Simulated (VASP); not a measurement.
Here is a VASP 6.6.1 calculation.

File INCAR:

```
PREC = Accurate
ENCUT = 520
EDIFF = 1E-6
ISMEAR = 0
SIGMA = 0.1
LREAL = False
LASPH = True
NELM = 100
ALGO = Normal
ISIF = 2
LWAVE = False
LCHARG = False
GGA = PE
NBANDS = 18
```

The input KPOINTS:

```
regular mesh
0
Gamma
  12 12 2
```

Contents of POSCAR:

```
NbC2
1.0
    2.2950731300      0.0000000000      0.0000000000
   -1.1475365600      1.9875916300      0.0000000000
    0.0000000000      0.0000000000     12.2200782200
Nb C
1 2
Direct
    0.3333333300      0.6666666700      0.0000000000
    0.6666666700      0.3333333300      0.9079995200
    0.6666666700      0.3333333300      0.0920004800
```

Potentials or basis: VASP PAW PBE potentials, release 64 (Nb_sv, C).

Launch:

```console
$ cat potpaw_PBE.64/Nb_sv/POTCAR potpaw_PBE.64/C/POTCAR > POTCAR
$ mpirun -np 1 vasp_std > vasp.out
```

Estimate the largest force.

17.662 eV/Å.

Predict the band gap on the k mesh.

zero (an odd number of electrons rules out a gap without spin polarisation).

Forces in eV/Å, atoms in the order of the input:
```
Nb    0.000   0.000   0.000
C     0.000   0.000 -17.662
C     0.000   0.000  17.662
```
